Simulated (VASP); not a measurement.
A run of VASP 6.6.1 is set up as follows.

INCAR

```
PREC = Accurate
ENCUT = 520
EDIFF = 1E-6
ISMEAR = 0
SIGMA = 0.15
LREAL = F
LASPH = T
NELM = 60
ALGO = Normal
ISIF = 2
LWAVE = F
LCHARG = F
GGA = PS
NBANDS = 10
```

Contents of KPOINTS:

```
regular mesh
0
Gamma
  20 20 20
```

The input POSCAR:

```
Os
1.0
    0.0000000000      1.9450000000      1.9450000000
    1.8477500000      0.0000000000      1.9450000000
    1.8477500000      1.9450000000      0.0000000000
Os
1
Direct
    0.0000000000      0.0000000000      0.0000000000
```

Potentials or basis: VASP PAW PBE potentials, release 64 (Os).

Run with:

```sh
$ cat potpaw_PBE.64/Os/POTCAR > POTCAR
$ mpirun -np 1 vasp_std > vasp.out
```

Estimate the band gap on the k mesh.

zero (band 4 reaches 12.30 eV, above the bottom of band 5 at 7.74 eV).

What does it give for the pressure?

-0.1 GPa.

Stress tensor (GPa, compression positive):
```
12.57  0.00  0.00
 0.00 -6.38  0.00
 0.00  0.00 -6.38
```

Caveat: the cell differs from its parent crystal (strain -0.0500 x Voigt [1, 0, 0, 0, 0, 0]); the PAW data sets were made with another functional, which shifts forces and pressure a little; spin-orbit coupling is left out, which moves the levels of the heavy elements.
